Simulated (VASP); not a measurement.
Write the native input for VASP 6.6.1 that does the following.

| Property | Result |
| --- | --- |
| Task | single point |
| Functional | PBE |
| Potentials or basis | VASP PAW PBE potentials, release 64 (Hf_pv, O) |
| Cutoff | 520 eV |
| k mesh | 6 × 6 × 4 |
| Occupations | gaussian, width 0.01 eV |
| Spin | no spin polarisation |
| Dipole correction | no |
| Further INCAR settings | ALGO = Normal; EDIFF = 1e-07; NBANDS = 31 |

The structure of HfO2 lies in POSCAR:

```
HfO2
1.0
    3.5099320929      0.0000000000      0.0000000000
    0.0000000000      3.5099320929      0.0000000000
    0.0000000000      0.0000000000      5.1019626251
Hf O
2 4
Direct
    0.5000000000      0.5000000000      0.5000000000
    0.0000000000      0.0000000000      0.0000000000
    0.0000000000      0.5000000000      0.6972078800
    0.5000000000      0.0000000000      0.8027921200
    0.5000000000      0.0000000000      0.3027921200
    0.0000000000      0.5000000000      0.1972078800
```

One way to write it, as run:

INCAR

```
ALGO     = Normal         # electronic algorithm
EDIFF    = 1E-7           # SCF threshold, eV
ENCUT    = 520            # plane-wave cutoff, eV
GGA      = PE             # functional
ISIF     = 2              # what is computed and relaxed
ISMEAR   = 0              # smearing method
LASPH    = T              # aspherical terms in the spheres
LCHARG   = F              # write CHGCAR
LREAL    = F              # projectors in reciprocal space
LWAVE    = F              # write WAVECAR
NBANDS   = 31             # bands
NELM     = 60             # most SCF steps
PREC     = Accurate       # precision mode
SIGMA    = 0.01           # smearing width, eV
```

KPOINTS

```
k-points
0
Gamma
  6 6 4
```

Potentials or basis: VASP PAW PBE potentials, release 64 (Hf_pv, O).

Launch:

```console
$ cat potpaw_PBE.64/Hf_pv/POTCAR potpaw_PBE.64/O/POTCAR > POTCAR
$ mpirun -np 1 vasp_std > vasp.out
```

Results of the run:

```
Pressure               : 18.6 GPa
Largest force          : 0.350 eV/Å
Band gap on the k mesh : 4.90 eV (least direct gap 4.99 eV)
```

Caveat: the cell stands under pressure; spin-orbit coupling is left out, which moves the levels of the heavy elements.

It took 100 s on 1 thread of Intel Xeon 8259CL (shared host), peak memory 0.2 GiB.
